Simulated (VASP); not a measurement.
# TaN (P6/mmm) in VASP: notebook

TaN is run at these levels: PBEsol; tasks: single point.

Program: VASP 6.6.1. These are calculated values, not measurements. Logs are shortened: lines on timing, memory, paths and dates and some standing lists are left out, and cuts for length are marked.

**1. The cell of the first run**

It takes space group P6/mmm (No. 191, hexagonal). Conventional cell: a = 5.020 Å, b = 5.020 Å, c = 2.869 Å, α = 90.00°, β = 90.00°, γ = 120.00°. Within 3.3 Å of Ta (site symmetry 6/mmm) lie 6 N at 2.51 Å and 14 Ta at 2.87 to 3.23 Å. Within 2.7 Å of Ta (site symmetry -6m2) lie 6 N at 2.04 Å. N (site symmetry mmm) has 6 Ta at 2.04 to 2.51 Å and 4 N at 2.51 Å within 2.7 Å.

**2. Single point, PBEsol**

Input file INCAR:

```
PREC = Accurate
ENCUT = 520
EDIFF = 1E-6
ISMEAR = 0
SIGMA = 0.1
LREAL = F
LASPH = T
NELM = 100
ALGO = Normal
ISIF = 2
LWAVE = F
LCHARG = T
GGA = PS
LELF = T
LVHAR = T
NBANDS = 33
```

Input file KPOINTS:

```
Automatic mesh
0
Gamma
  12 12 12
```

Input file POSCAR:

```
TaN
1.0
    5.0196756094      0.0000000000      0.0000000000
   -2.5098378047      4.3471665965      0.0000000000
    0.0000000000      0.0000000000      2.8690496401
Ta N
3 3
Direct
    0.0000000000      0.0000000000      0.0000000000
    0.3333333333      0.6666666667      0.5000000000
    0.6666666667      0.3333333333      0.5000000000
    0.5000000000      0.0000000000      0.0000000000
    0.5000000000      0.5000000000      0.0000000000
    0.0000000000      0.5000000000      0.0000000000
```

Potentials or basis: VASP PAW PBE potentials, release 64 (Ta_pv, N).

On the command line:

```bash
> cat potpaw_PBE.64/Ta_pv/POTCAR potpaw_PBE.64/N/POTCAR > POTCAR
> mpirun -np 1 vasp_std > vasp.out
```

OUTCAR:

```text
PREC = Accurate
   ENCUT = 520
   EDIFF = 1E-6
   ISMEAR = 0
   LREAL = F
   LASPH = T
   NELM = 100
   ISIF = 2
   GGA = PS

 ion  position               nearest neighbor table
   1  0.000  0.000  0.000-   4 2.51   4 2.51   6 2.51   6 2.51   5 2.51   5 2.51   3 3.23   3 3.23
                             2 3.23   2 3.23   2 3.23   3 3.23   2 3.23   3 3.23   2 3.23   3 3.23
   2  0.333  0.667  0.500-   6 2.04   6 2.04   4 2.04   4 2.04   5 2.04   5 2.04   3 2.90   3 2.90
                             3 2.90   1 3.23   1 3.23   1 3.23   1 3.23   1 3.23   1 3.23
   3  0.667  0.333  0.500-   6 2.04   6 2.04   4 2.04   4 2.04   5 2.04   5 2.04   2 2.90   2 2.90
                             2 2.90   1 3.23   1 3.23   1 3.23   1 3.23   1 3.23   1 3.23
   4  0.500  0.000  0.000-   2 2.04   3 2.04   2 2.04   3 2.04   1 2.51   1 2.51
   5  0.500  0.500  0.000-   2 2.04   3 2.04   2 2.04   3 2.04   1 2.51   1 2.51
   6  0.000  0.500  0.000-   2 2.04   3 2.04   2 2.04   3 2.04   1 2.51   1 2.51

  LATTYP: Found a hexagonal cell.
 ALAT       =     5.0196756094
 C/A-ratio  =     0.5715607667

  Lattice vectors:

 A1 = (   5.0196756094,   0.0000000000,   0.0000000000)
 A2 = (  -2.5098378047,   4.3471665965,   0.0000000000)
 A3 = (   0.0000000000,   0.0000000000,   2.8690496401)

Analysis of symmetry for initial positions (statically):
=====================================================================
 Subroutine PRICEL returns:
 Original cell was already a primitive cell.

 Routine SETGRP: Setting up the symmetry group for a
 hexagonal supercell.

 Subroutine GETGRP returns: Found 24 space group operations
 (whereof 24 operations were pure point group operations)
 out of a pool of 24 trial point group operations.

The static configuration has the point symmetry D_6h.

Analysis of symmetry for dynamics (positions and initial velocities):
=====================================================================
 Subroutine PRICEL returns:
 Original cell was already a primitive cell.

 Routine SETGRP: Setting up the symmetry group for a
 hexagonal supercell.

 Subroutine GETGRP returns: Found 24 space group operations
 (whereof 24 operations were pure point group operations)
 out of a pool of 24 trial point group operations.

The dynamic configuration has the point symmetry D_6h.

 Subroutine INISYM returns: Found 24 space group operations
 (whereof 24 operations are pure point group operations),
 and found     1 'primitive' translations

----------------------------------------------------------------------------------------

                                     Primitive cell

  volume of cell :      62.6066

  direct lattice vectors                    reciprocal lattice vectors
     5.019675609  0.000000000  0.000000000     0.199216061  0.115017446  0.000000000
    -2.509837805  4.347166597  0.000000000     0.000000000  0.230034892  0.000000000
     0.000000000  0.000000000  2.869049640     0.000000000  0.000000000  0.348547472

  length of vectors
     5.019675609  5.019675609  2.869049640     0.230034892  0.230034892  0.348547472

  position of ions in fractional coordinates (direct lattice)
     0.000000000  0.000000000  0.000000000
     0.333333333  0.666666667  0.500000000
     0.666666667  0.333333333  0.500000000
     0.500000000  0.000000000  0.000000000
     0.500000000  0.500000000  0.000000000
     0.000000000  0.500000000  0.000000000

  ion indices of the primitive-cell ions
   primitive index   ion index
                 1           1
                 2           2
                 3           3
                 4           4
                 5           5
                 6           6

----------------------------------------------------------------------------------------

 KPOINTS: Automatic mesh

Automatic generation of k-mesh.
 Grid dimensions read from file:
 generate k-points for:   12   12   12

 Generating k-lattice:

  Cartesian coordinates                     Fractional coordinates (reciprocal lattice)
     0.016601338  0.009584787  0.000000000     0.083333333  0.000000000  0.000000000
     0.000000000  0.019169574  0.000000000     0.000000000  0.083333333  0.000000000
     0.000000000  0.000000000  0.029045623     0.000000000  0.000000000  0.083333333

  Length of vectors
     0.019169574  0.019169574  0.029045623

  Shift w.r.t. Gamma in fractional coordinates (k-lattice)
     0.000000000  0.000000000  0.000000000

 Subroutine IBZKPT returns following result:
 ===========================================

 Found    133 irreducible k-points:

 Following reciprocal coordinates:
            Coordinates               Weight
  0.000000  0.000000  0.000000      1.000000
  0.083333  0.000000  0.000000      6.000000
  0.166667  0.000000  0.000000      6.000000
  0.250000  0.000000  0.000000      6.000000
  0.333333  0.000000  0.000000      6.000000
  0.416667  0.000000  0.000000      6.000000
[... 16 lines left out ...]
  0.250000  0.000000  0.083333     12.000000
  0.333333  0.000000  0.083333     12.000000
 [... further k-points ...]
   k-points           NKPTS =    133   k-points in BZ     NKDIM =    133   number of bands    NBANDS=     33
   number of dos      NEDOS =    301   number of ions     NIONS =      6
   total plane-waves  NPLWV =  38400
   dimension x,y,z NGX =    40 NGY =   40 NGZ =   24
   dimension x,y,z NGXF=    80 NGYF=   80 NGZF=   48
   ions per type =               3   3
   NGX,Y,Z   is equivalent  to a cutoff of  13.25, 13.25, 13.91 a.u.
   NGXF,Y,Z  is equivalent  to a cutoff of  26.50, 26.50, 27.81 a.u.
 SYSTEM =  unknown system
   PREC   = accura    normal or accurate (medium, high low for compatibility)
   ISTART =      0    job   : 0-new  1-cont  2-samecut
   ICHARG =      2    charge: 1-file 2-atom 10-const
   ISPIN  =      1    spin polarized calculation?
   LNONCOLLINEAR =      F non collinear calculations
   LSORBIT =      F    spin-orbit coupling
   LASPH  =      T    aspherical Exc in radial PAW
   ENCUT  =  520.0 eV  38.22 Ry    6.18 a.u.   9.33  9.33  5.33*2*pi/ulx,y,z
   NELM   =    100;   NELMIN=  2; NELMDL= -5     # of ELM steps
   EDIFF  = 0.1E-05   stopping-criterion for ELM
   LREAL  =      F    real-space projection
   EDIFFG = 0.1E-04   stopping-criterion for IOM
   NSW    =      0    number of steps for IOM
   IBRION =     -1    ionic relax: 0-MD 1-quasi-New 2-CG
   NFREE  =      0    steps in history (QN), initial steepest desc. (CG)
   ISIF   =      2    stress and relaxation
   ISYM   =      2    0-nonsym 1-usesym 2-fastsym
   POTIM  = 0.5000    time-step for ionic-motion
   TEBEG  =    0.0;   TEEND  =   0.0 temperature during run
   PSTRESS=    0.0 pullay stress
   NELECT =      48.0000    total number of electrons
   NUPDOWN=      -1.0000    fix difference up-down
   EMIN   =  10.00;   EMAX   =-10.00  energy-range for DOS
   EFERMI =   0.00;   METHOD = LEGACY
   ISMEAR =     0;   SIGMA  =   0.10  broadening in eV -4-tet -1-fermi 0-gaus
   EFERMI_NEDOS =   21; number of points for ismear=-14 and -15
   IALGO  =     38    algorithm
   IMIX   =      4    mixing-type and parameters
     AMIX     =   0.40;   BMIX     =  1.00
     AMIX_MAG =   1.60;   BMIX_MAG =  1.00
  volume/ion in A,a.u.               =      10.43        70.42
  Fermi-wavevector in a.u.,A,eV,Ry     =   1.498357  2.831484 30.546074  2.245073
  Thomas-Fermi vector in A             =   2.610126
   LORBIT       =      0    0 simple, 1 ext, 2 COOP (PROOUT), +10 PAW based schemes
   GGA     = PS    functional components
   LHFCALC =     F    Hartree Fock is set to
   AEXX    =    0.0000 exact exchange contribution
   IVDW    =     0    specifies the selected vdW correction
   LEPSILON=     F    determine dielectric tensor
   LRPA    =     F    only Hartree local field effects (RPA)
 non-spin polarized calculation
 Gauss-broadening in eV      SIGMA  =   0.10
  energy-cutoff  :      520.00
  volume of cell :       62.61
 maximum number of plane-waves:      1715
 NGX is ok and might be reduce to    40
   NGX = 19   NGY = 19   NGZ = 11

 number of electron      47.9999996 magnetization

 Free energy of the ion-electron system (eV)
  ---------------------------------------------------
  ext. energy  EPLUGINS =         0.00000000
  ---------------------------------------------------
  free energy    TOTEN  =       -68.18449714 eV

  energy without entropy =      -68.18037800  energy(sigma->0) =      -68.18243757

 E-fermi :   8.9255     XC(G=0): -13.6375

 val. band max:        8.8980025038   @ k =   0.1667   0.0000   0.1667
 cond. band min:       8.9595924350   @ k =   0.2500   0.0000   0.1667
 fundamental gap:      0.0615899312
 Fermi energy:         8.9255122167

 k-point     1 :       0.0000    0.0000    0.0000
  band No.  band energies     occupation
      1     -27.2191      2.00000
      2     -27.2191      2.00000
      3     -26.7425      2.00000
      4     -26.7425      2.00000
      5     -26.4923      2.00000
      6     -26.3395      2.00000
[... 25 lines left out ...]
     32      12.5016      0.00000
     33      12.7147      0.00000

 k-point     2 :       0.0833    0.0000    0.0000
  band No.  band energies     occupation
      1     -27.2289      2.00000
      2     -27.2175      2.00000
      3     -26.7287      2.00000
      4     -26.7273      2.00000
      5     -26.4891      2.00000
      6     -26.3581      2.00000
[... 25 lines left out ...]
     32      12.5351      0.00000
     33      12.7636      0.00000

 k-point     3 :       0.1667    0.0000    0.0000
  band No.  band energies     occupation
      1     -27.2534      2.00000
      2     -27.2083      2.00000
      3     -26.6922      2.00000
      4     -26.6907      2.00000
      5     -26.4798      2.00000
      6     -26.4086      2.00000
[... 25 lines left out ...]
     32      12.6311      0.00000
     33      12.7688      0.00000

 k-point     4 :       0.2500    0.0000    0.0000
  band No.  band energies     occupation
      1     -27.2831      2.00000
      2     -27.1840      2.00000
      3     -26.6609      2.00000
      4     -26.6428      2.00000
      5     -26.4689      2.00000
      6     -26.4654      2.00000
[... 25 lines left out ...]
     32      12.7214      0.00000
     33      12.7629      0.00000

 k-point     5 :       0.3333    0.0000    0.0000
  band No.  band energies     occupation
      1     -27.3097      2.00000
      2     -27.1409      2.00000
      3     -26.6885      2.00000
      4     -26.5898      2.00000
      5     -26.4904      2.00000
      6     -26.4478      2.00000
[... 604 lines left out ...]
 k-point    22 :       0.1667    0.0000    0.0833
  band No.  band energies     occupation
      1     -27.2388      2.00000
      2     -27.1942      2.00000
      3     -26.6800      2.00000
      4     -26.6798      2.00000
      5     -26.5673      2.00000
      6     -26.4019      2.00000
[... 25 lines left out ...]
     32      12.3559      0.00000
     33      13.3407      0.00000

 k-point    23 :       0.2500    0.0000    0.0833
  band No.  band energies     occupation
      1     -27.2675      2.00000
      2     -27.1698      2.00000
      3     -26.6510      2.00000
      4     -26.6320      2.00000
      5     -26.5657      2.00000
      6     -26.4486      2.00000
[... 25 lines left out ...]
     32      12.6409      0.00000
     33      13.0191      0.00000

 k-point    24 :       0.3333    0.0000    0.0833
  band No.  band energies     occupation
      1     -27.2933      2.00000
      2     -27.1274      2.00000
      3     -26.6815      2.00000
      4     -26.5804      2.00000
      5     -26.5581      2.00000
      6     -26.4567      2.00000
[... 25 lines left out ...]
     32      13.0526      0.00000
     33      13.1379      0.00000

 [... further k-points ...]

------------------------ aborting loop because EDIFF is reached ----------------------------------------

  FORCE on cell =-STRESS in cart. coord.  units (eV):
  Direction    XX          YY          ZZ          XY          YZ          ZX
  --------------------------------------------------------------------------------------
  -------------------------------------------------------------------------------------
  Total       12.2294978     12.2294978     12.4577112      0.0000000      0.0000000      0.0000000
  in kB      312.9674759    312.9674759    318.8077296      0.0000000      0.0000000      0.0000000
  external PRESSURE =     314.9142272 kB  Pullay stress =       0.0000000 kB

 VOLUME and BASIS-vectors are now :
 -----------------------------------------------------------------------------
  energy-cutoff  :      520.00
  volume of cell :       62.61
      direct lattice vectors                 reciprocal lattice vectors
     5.019675609  0.000000000  0.000000000     0.199216061  0.115017446  0.000000000
    -2.509837805  4.347166597  0.000000000     0.000000000  0.230034892  0.000000000
     0.000000000  0.000000000  2.869049640     0.000000000  0.000000000  0.348547472

 POSITION                                       TOTAL-FORCE (eV/Angst)
 -----------------------------------------------------------------------------------
      0.00000      0.00000      0.00000         0.000000      0.000000     -0.000000
     -0.00000      2.89811      1.43452        -0.000000     -0.000000      0.000000
      2.50984      1.44906      1.43452         0.000000      0.000000     -0.000000
      2.50984      0.00000      0.00000         0.000000      0.000000     -0.000000
      1.25492      2.17358      0.00000         0.000000      0.000000     -0.000000
     -1.25492      2.17358      0.00000         0.000000      0.000000     -0.000000
 -----------------------------------------------------------------------------------
    total drift:                               -0.000000      0.000000     -0.000000

  FREE ENERGIE OF THE ION-ELECTRON SYSTEM (eV)
  ---------------------------------------------------
  free  energy   TOTEN  =       -68.1844971427 eV

  energy  without entropy=      -68.1803780020  energy(sigma->0) =      -68.18243757
```

It took 4.1 min on 1 thread of Intel Xeon 6975P-C, shared host; peak memory 0.34 GiB.

What came out:

```
Free energy            : -68.1845 eV
Pressure               : 31.5 GPa
Band gap on the k mesh : zero (band 24 reaches 9.97 eV, above the bottom of band 25 at 7.52 eV)
```

Levels at points of the mesh, in eV from the Fermi level:
```
           k point  band 21  band 22  band 23  band 24  band 25  band 26  band 27  band 28
(0.00, 0.00, 0.00)    -3.00    -2.65    -2.12    -1.41    -1.41     0.66     0.66     1.67
(0.50, 0.00, 0.00)    -3.71    -2.86    -1.76    -0.62     1.55     1.97     2.00     2.40
(0.00, 0.00, 0.50)    -3.19    -3.19    -2.05     0.98     0.98     1.36     2.14     2.94
(0.50, 0.00, 0.50)    -3.63    -3.47    -2.39    -1.31     1.15     1.56     3.23     3.65
```

Caveat: the PAW data sets were made with another functional, which shifts forces and pressure a little; spin-orbit coupling is left out, which moves the levels of the heavy elements.

**3. Single point, PBEsol**

This run uses another cell than the first one, of 10.85 Å³/atom, 1.040 times its volume.

Input file INCAR:

```
PREC = Accurate
ENCUT = 520
EDIFF = 1E-7
ISMEAR = 0
SIGMA = 0.1
LREAL = False
LASPH = True
NELM = 60
ALGO = Normal
ISIF = 2
LWAVE = False
LCHARG = False
GGA = PS
NBANDS = 33
```

KPOINTS is that of step 2.

POSCAR, as its differences from that of step 2:

```diff
@@ -2,5 +2,5 @@
 1.0
-    5.0196756094      0.0000000000      0.0000000000
-   -2.5098378047      4.3471665965      0.0000000000
-    0.0000000000      0.0000000000      2.8690496401
+    5.1042509343      0.0000000000      0.0000000000
+   -2.5521254672      4.4204109764      0.0000000000
+    0.0000000000      0.0000000000      2.8843876666
 Ta N
```

Potentials or basis: VASP PAW PBE potentials, release 64 (Ta_pv, N).

On the command line:

```bash
> cat potpaw_PBE.64/Ta_pv/POTCAR potpaw_PBE.64/N/POTCAR > POTCAR
> mpirun -np 1 vasp_std > vasp.out
```

It took 4.6 min on 1 thread of Intel Xeon 6975P-C, shared host; peak memory 0.35 GiB.

The run converged. Its results:

```
Free energy            : -68.5499 eV
Pressure               : 16.2 GPa
Band gap on the k mesh : zero (band 24 reaches 9.47 eV, above the bottom of band 25 at 7.14 eV)
```

Stress tensor (GPa, compression positive):
```
16.05  0.00  0.00
 0.00 16.05  0.00
 0.00  0.00 16.49
```

Levels at points of the mesh, in eV from the Fermi level:
| k point | band 22 | band 23 | band 24 | band 25 | band 26 | band 27 |
| --- | --- | --- | --- | --- | --- | --- |
| (0.00, 0.00, 0.00) | -2.61 | -2.14 | -1.37 | -1.37 | 0.72 | 0.72 |
| (0.50, 0.00, 0.00) | -2.92 | -1.76 | -0.70 | 1.40 | 1.88 | 1.91 |
| (0.00, 0.00, 0.50) | -3.19 | -2.01 | 0.90 | 0.90 | 1.43 | 1.91 |
| (0.50, 0.00, 0.50) | -3.33 | -2.30 | -1.30 | 1.07 | 1.43 | 3.17 |

Caveat: the PAW data sets were made with another functional, which shifts forces and pressure a little; spin-orbit coupling is left out, which moves the levels of the heavy elements.

**4. Single point, PBEsol**

This run uses another cell than the first one, of 11.07 Å³/atom, 1.061 times its volume.

Input file INCAR:

```
SYSTEM = TaN
ALGO = Normal
EDIFF = 1E-7
ENCUT = 520
GGA = PS
ISIF = 2
ISMEAR = 0
LASPH = .True.
LCHARG = .False.
LREAL = .False.
LWAVE = .False.
NBANDS = 33
NELM = 100
PREC = Accurate
SIGMA = 0.1
```

Input file KPOINTS:

```
k-points
0
Gamma
  12 12 12
  0 0 0
```

POSCAR, as its differences from that of step 3:

```diff
@@ -2,5 +2,5 @@
 1.0
-    5.1042509343      0.0000000000      0.0000000000
-   -2.5521254672      4.4204109764      0.0000000000
-    0.0000000000      0.0000000000      2.8843876666
+    5.1488033967      0.0000000000      0.0000000000
+   -2.5744016983      4.4589945406      0.0000000000
+    0.0000000000      0.0000000000      2.8926865103
 Ta N
```

On the command line:

```bash
> cat potpaw_PBE.64/Ta_pv/POTCAR potpaw_PBE.64/N/POTCAR > POTCAR
> mpirun -np 1 vasp_std > vasp.out
```

It took 4.1 min on 1 thread of Intel Xeon 6975P-C, shared host; peak memory 0.36 GiB.

Results (log left out):

```yaml
Free_energy: -68.6550 eV
Pressure: 9.1 GPa
Band_gap_on_the_k_mesh: zero (band 24 reaches 9.22 eV, above the bottom of band 25 at 6.95 eV)
```

Stress tensor (GPa, compression positive):
```
8.95 0.00 0.00
0.00 8.95 0.00
0.00 0.00 9.35
```

Levels at points of the mesh, in eV from the Fermi level:
```csv
k point,band 21,band 22,band 23,band 24,band 25,band 26,band 27,band 28
"(0.00, 0.00, 0.00)",-3.05,-2.58,-2.15,-1.35,-1.35,0.76,0.76,1.27
"(0.50, 0.00, 0.00)",-3.53,-2.94,-1.76,-0.73,1.34,1.83,1.87,2.31
"(0.00, 0.00, 0.50)",-3.17,-3.17,-1.99,0.86,0.86,1.46,1.80,2.59
"(0.50, 0.00, 0.50)",-3.49,-3.25,-2.24,-1.29,1.04,1.38,3.13,3.53
```

Caveat: the PAW data sets were made with another functional, which shifts forces and pressure a little; spin-orbit coupling is left out, which moves the levels of the heavy elements.

(Continued in part 2 of 2.)
